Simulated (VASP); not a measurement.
Write the native input for VASP 6.6.1 that does the following.

| Quantity | Value |
| --- | --- |
| Task | single point |
| Functional | PBEsol |
| Potentials or basis | VASP PAW PBE potentials, release 64 (C) |
| Cutoff | 520 eV |
| k mesh | 17 × 17 × 17 |
| Occupations | fermi-dirac, width 0.03 eV |
| Spin | no spin polarisation |
| Dipole correction | no |
| Further INCAR settings | ALGO = Normal; EDIFF = 1e-07; NBANDS = 11 |

The structure of C lies in POSCAR:

```
C
1.0
    1.2280263465      0.7090013417      3.3135407310
   -1.2280263465      0.7090013417      3.3135407310
    0.0000000000     -1.4180026834      3.3135407310
C
2
Direct
    0.1640000000      0.1640000000      0.1640000000
    0.8360000000      0.8360000000      0.8360000000
```

This cell differs from its parent crystal: zz strain of -1 %.

One way to write it, as run:

INCAR

```
SYSTEM = C
ALGO = Normal
EDIFF = 1E-7
ENCUT = 520
GGA = PS
ISIF = 2
ISMEAR = -1
LASPH = .True.
LCHARG = .False.
LREAL = .False.
LWAVE = .False.
NBANDS = 11
NELM = 60
PREC = Accurate
SIGMA = 0.03
```

KPOINTS

```
k-points
0
Gamma
  17 17 17
  0 0 0
```

Potentials or basis: VASP PAW PBE potentials, release 64 (C).

Launch:

```bash
$ cat potpaw_PBE.64/C/POTCAR > POTCAR
$ mpirun -np 1 vasp_std > vasp.out
```

Results of the run:

```
Pressure      : 2.0 GPa
Largest force : 0.857 eV/Å
```

Caveat: the cell differs from its parent crystal (zz strain of -1 %); this functional lacks dispersion, which binds layers or chains, so the pressure and a relaxed spacing across them are unreliable; the PAW data sets were made with another functional, which shifts forces and pressure a little.

It took 110 s on 1 thread of AMD EPYC 7R13 Processor (Zen 3), with other jobs on the host, peak memory 0.17 GiB.
